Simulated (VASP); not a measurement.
Write the native input for VASP 6.6.1 that does the following.

```yaml
Task: single point
Functional: PBE
Dispersion: D4
Potentials_or_basis: VASP PAW PBE potentials, release 64 (B, N)
Cutoff: 600 eV
k_mesh: 6 × 6 × 4
Occupations: gaussian, width 0.136057 eV
Spin: no spin polarisation
Dipole_correction: no
Further_INCAR_settings: ALGO = Normal; EDIFF = 1e-06; NBANDS = 16
```

The structure of BN lies in POSCAR:

```
BN
1.0
    2.5539396017      0.0000000000      0.0000000000
   -1.2769698009      2.2117765748      0.0000000000
    0.0000000000      0.0000000000      4.2268550000
B N
2 2
Direct
    0.6666666667      0.3333333333      0.9997240000
    0.3333333333      0.6666666667      0.4997240000
    0.6666666667      0.3333333333      0.6252760000
    0.3333333333      0.6666666667      0.1252760000
```

One way to write it, as run:

INCAR

```
PREC     = Accurate       # precision mode
ENCUT    = 600            # plane-wave cutoff, eV
EDIFF    = 1E-6           # SCF threshold, eV
ISMEAR   = 0              # smearing method
SIGMA    = 0.13605693122994 # smearing width, eV
LREAL    = False          # projectors in reciprocal space
LASPH    = True           # aspherical terms in the spheres
NELM     = 120            # most SCF steps
ALGO     = Normal         # electronic algorithm
ISIF     = 2              # what is computed and relaxed
LWAVE    = False          # write WAVECAR
LCHARG   = True           # write CHGCAR
GGA      = PE             # functional
IVDW     = 13             # dispersion correction
LELF     = True           # ELF
LVHAR    = True         
NBANDS   = 16             # bands
GGA_COMPAT= False
```

KPOINTS

```
Automatic mesh
0
Gamma
  6 6 4
```

Potentials or basis: VASP PAW PBE potentials, release 64 (B, N).

The run is started by

```sh
$ cat potpaw_PBE.64/B/POTCAR potpaw_PBE.64/N/POTCAR > POTCAR
$ mpirun -np 1 vasp_std > vasp.out
```

It gave:

```
Pressure                   : -5.6 GPa
Largest force              : 0.022 eV/Å
Band gap on the k mesh     : 5.20 eV, indirect (least direct gap 8.25 eV)
Dispersion energy per atom : -0.236 eV
```

Caveat: the k points lie up to 0.47 Å⁻¹ apart.

It took 25 s on 1 thread of Intel Xeon 8259CL (shared host), peak memory 0.14 GiB.
